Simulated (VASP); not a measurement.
A run of VASP 6.6.1:

Contents of INCAR:

```
ALGO = Normal ; EDIFF = 1E-7
EDIFFG = -0.003 ; ENCUT = 600
GGA_COMPAT = False ; IBRION = 2
ISIF = 3 ; ISMEAR = 0
LASPH = True ; LCHARG = False
LMAXMIX = 6 ; LREAL = False
LWAVE = False ; NELM = 200
NELMIN = 4 ; NSW = 80
PREC = Accurate ; PSTRESS = 100.0
SIGMA = 0.01
```

Contents of KPOINTS:

```
k-points
0
Gamma
  8 8 8
```

File POSCAR:

```
CeO2
1.0
    0.0000000000      2.6791748915      2.6791748915
    2.6791748915      0.0000000000      2.6791748915
    2.6791748915      2.6791748915      0.0000000000
Ce O
1 2
Direct
    0.0000000000      0.0000000000      0.0000000000
    0.2500000000      0.2500000000      0.2500000000
    0.7500000000      0.7500000000      0.7500000000
```

Potentials or basis: VASP PAW LDA potentials, release 64 (Ce, O).

Run with:

```sh
$ cat potpaw_LDA.64/Ce/POTCAR potpaw_LDA.64/O/POTCAR > POTCAR
$ mpirun -np 1 vasp_std > vasp.out
```

Hardware: 1 thread of Intel Xeon 8259CL, with other jobs on the host.

Question: Estimate the wall time of this run.

Answer: Run time: 2 min on 1 thread of Intel Xeon 8259CL (shared host), peak memory 0.18 GiB. Counts: scf iterations 69, k points 29, ion steps 4.
